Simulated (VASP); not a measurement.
# RbBr (F-43m) in VASP: a series of runs, part 2 of 2

VASP 6.6.1. Earlier steps stand in the parts before.

## Step 3: Single point, HSE06

The input, POSCAR:

```
RbBr
1.0
    0.0000000000      3.8694967111      3.8694967111
    3.8694967111      0.0000000000      3.8694967111
    3.8694967111      3.8694967111      0.0000000000
Rb Br
1 1
Direct
    0.0000000000      0.0000000000      0.0000000000
    0.2500000000      0.2500000000      0.2500000000
```

The input, INCAR.step1:

```
PREC     = Accurate       # precision mode
ENCUT    = 520            # plane-wave cutoff, eV
EDIFF    = 1E-5           # SCF threshold, eV
ISMEAR   = 0              # smearing method
SIGMA    = 0.01           # smearing width, eV
LREAL    = False          # projectors in reciprocal space
LASPH    = True           # aspherical terms in the spheres
NELM     = 60             # most SCF steps
ALGO     = Normal         # electronic algorithm
ISIF     = 2              # what is computed and relaxed
LWAVE    = True           # write WAVECAR
LCHARG   = False          # write CHGCAR
NBANDS   = 15             # bands
GGA      = PE             # functional
```

The input, INCAR.step2:

```
PREC     = Accurate       # precision mode
ENCUT    = 520            # plane-wave cutoff, eV
EDIFF    = 1E-7           # SCF threshold, eV
ISMEAR   = 0              # smearing method
SIGMA    = 0.01           # smearing width, eV
LREAL    = False          # projectors in reciprocal space
LASPH    = True           # aspherical terms in the spheres
NELM     = 60             # most SCF steps
ALGO     = Normal         # electronic algorithm
ISIF     = 2              # what is computed and relaxed
LWAVE    = False          # write WAVECAR
LCHARG   = False          # write CHGCAR
GGA      = PE             # functional
LHFCALC  = True           # exact exchange
HFSCREEN = 0.2079         # screening, 1/A
PRECFOCK = Normal       
NBANDS   = 15             # bands
ISTART   = 1
```

The input, KPOINTS:

```
Automatic mesh
0
Gamma
  4 4 4
```

Potentials or basis: VASP PAW PBE potentials, release 64 (Rb_sv, Br).

On the command line:

```
cat potpaw_PBE.64/Rb_sv/POTCAR potpaw_PBE.64/Br/POTCAR > POTCAR
cp INCAR.step1 INCAR
mpirun -np 1 vasp_std > vasp.out
cp INCAR.step2 INCAR
mpirun -np 1 vasp_std > vasp.out
```

OUTCAR:

```text
PREC = Accurate
   ENCUT = 520
   EDIFF = 1E-7
   ISMEAR = 0
   LREAL = False
   LASPH = True
   NELM = 60
   ISIF = 2
   GGA = PE
   LHFCALC = True
   HFSCREEN = 0.2079
   PRECFOCK = Normal
   ISTART = 1

 ion  position               nearest neighbor table
   1  0.000  0.000  0.000-   2 3.35   2 3.35   2 3.35   2 3.35
   2  0.250  0.250  0.250-   1 3.35   1 3.35   1 3.35   1 3.35

  LATTYP: Found a face centered cubic cell.
 ALAT       =     7.7389934222

  Lattice vectors:

 A1 = (   0.0000000000,   3.8694967111,   3.8694967111)
 A2 = (   3.8694967111,   0.0000000000,   3.8694967111)
 A3 = (   3.8694967111,   3.8694967111,   0.0000000000)

Analysis of symmetry for initial positions (statically):
=====================================================================
 Subroutine PRICEL returns:
 Original cell was already a primitive cell.

 Routine SETGRP: Setting up the symmetry group for a
 face centered cubic supercell.

 Subroutine GETGRP returns: Found 24 space group operations
 (whereof 24 operations were pure point group operations)
 out of a pool of 48 trial point group operations.

The static configuration has the point symmetry T_d .

Analysis of symmetry for dynamics (positions and initial velocities):
=====================================================================
 Subroutine PRICEL returns:
 Original cell was already a primitive cell.

 Routine SETGRP: Setting up the symmetry group for a
 face centered cubic supercell.

 Subroutine GETGRP returns: Found 24 space group operations
 (whereof 24 operations were pure point group operations)
 out of a pool of 48 trial point group operations.

The dynamic configuration has the point symmetry T_d .

 Subroutine INISYM returns: Found 24 space group operations
 (whereof 24 operations are pure point group operations),
 and found     1 'primitive' translations

[... 111 lines left out ...]
   HFSCREENC=   0.2079 screening length for correlation (either q_TF or 0.3 A-1)
   ENCUTFOCK=  -1.0 apply spherical cutoff to Coloumb kernel
   IVDW    =     0    specifies the selected vdW correction
   LEPSILON=     F    determine dielectric tensor
   LRPA    =     F    only Hartree local field effects (RPA)
 non-spin polarized calculation
 Gauss-broadening in eV      SIGMA  =   0.01
  energy-cutoff  :      520.00
  volume of cell :      115.88
 maximum number of plane-waves:      3142
 NGX is ok and might be reduce to    42
  NGX = 32; NGY = 32; NGZ = 32

 number of electron      15.9999998 magnetization

 Free energy of the ion-electron system (eV)
  ---------------------------------------------------
  ext. energy  EPLUGINS =         0.00000000
  ---------------------------------------------------
  free energy    TOTEN  =        -6.87523755 eV

  energy without entropy =       -6.87523755  energy(sigma->0) =       -6.87523755

 E-fermi :  -3.8390     XC(G=0):  -4.8515

 val. band max:       -3.9382330299   @ k =   0.5000   0.5000   0.0000
 cond. band min:       1.2368637915   @ k =   0.0000   0.0000   0.0000
 fundamental gap:      5.1750968215
 Fermi energy:        -3.8390091102

 k-point     1 :       0.0000    0.0000    0.0000
  band No.  band energies     occupation
      1     -30.2050      2.00000
      2     -16.8108      2.00000
      3     -13.1502      2.00000
      4     -13.1502      2.00000
      5     -13.1502      2.00000
      6      -4.0259      2.00000
      7      -4.0259      2.00000
      8      -4.0259      2.00000
      9       1.2369      0.00000
     10       5.5353      0.00000
     11       5.5353      0.00000
     12       6.4674      0.00000
     13       6.4674      0.00000
     14       6.4674      0.00000
[... 113 lines left out ...]
      2     -16.8699      2.00000
      3     -13.1945      2.00000
      4     -13.1839      2.00000
      5     -13.0414      2.00000
      6      -4.1955      2.00000
      7      -4.0796      2.00000
      8      -3.9392      2.00000
      9       3.2195      0.00000
     10       3.9291      0.00000
     11       5.7274      0.00000
     12       5.7725      0.00000
     13       6.1767      0.00000
     14       6.5053      0.00000
     15       7.5191      0.00000

------------------------ aborting loop because EDIFF is reached ----------------------------------------

  FORCE on cell =-STRESS in cart. coord.  units (eV):
  Direction    XX          YY          ZZ          XY          YZ          ZX
  --------------------------------------------------------------------------------------
  -------------------------------------------------------------------------------------
  Total        0.0564167      0.0564167      0.0564167      0.0000000      0.0000000     -0.0000000
  in kB        0.7800544      0.7800544      0.7800544      0.0000000      0.0000000     -0.0000000
  external PRESSURE =       0.7800544 kB  Pullay stress =       0.0000000 kB

 VOLUME and BASIS-vectors are now :
 -----------------------------------------------------------------------------
  energy-cutoff  :      520.00
  volume of cell :      115.88
      direct lattice vectors                 reciprocal lattice vectors
     0.000000000  3.869496711  3.869496711    -0.129215771  0.129215771  0.129215771
     3.869496711  0.000000000  3.869496711     0.129215771 -0.129215771  0.129215771
     3.869496711  3.869496711  0.000000000     0.129215771  0.129215771 -0.129215771

 POSITION                                       TOTAL-FORCE (eV/Angst)
 -----------------------------------------------------------------------------------
      0.00000      0.00000      0.00000         0.000000      0.000000      0.000000
      1.93475      1.93475      1.93475        -0.000000     -0.000000     -0.000000
 -----------------------------------------------------------------------------------
    total drift:                                0.000001     -0.000001      0.000000

  FREE ENERGIE OF THE ION-ELECTRON SYSTEM (eV)
  ---------------------------------------------------
  free  energy   TOTEN  =        -6.8752375459 eV

  energy  without entropy=       -6.8752375459  energy(sigma->0) =       -6.87523755
```

It took 8.4 min on 1 thread of Intel Xeon 6975P-C (Granite Rapids), shared host; peak memory 0.37 GiB.

Results:

* Free energy: -6.8752 eV
* Pressure: 0.1 GPa
* Band gap on the k mesh: 5.18 eV (least direct gap 5.26 eV)

Levels at points of the mesh, in eV from the valence-band top:
| k point | band 5 | band 6 | band 7 | band 8 | band 9 | band 10 | band 11 | band 12 |
| --- | --- | --- | --- | --- | --- | --- | --- | --- |
| (0.00, 0.00, 0.00) | -9.21 | -0.09 | -0.09 | -0.09 | 5.18 | 9.47 | 9.47 | 10.41 |
| (0.50, 0.00, 0.00) | -9.16 | -0.30 | -0.04 | -0.04 | 7.44 | 7.59 | 9.04 | 9.04 |
| (0.50, 0.50, 0.00) | -9.11 | -0.39 | 0.00 | 0.00 | 7.01 | 7.87 | 9.75 | 10.32 |

Caveat: the PAW data sets were made with another functional, which shifts forces and pressure a little.
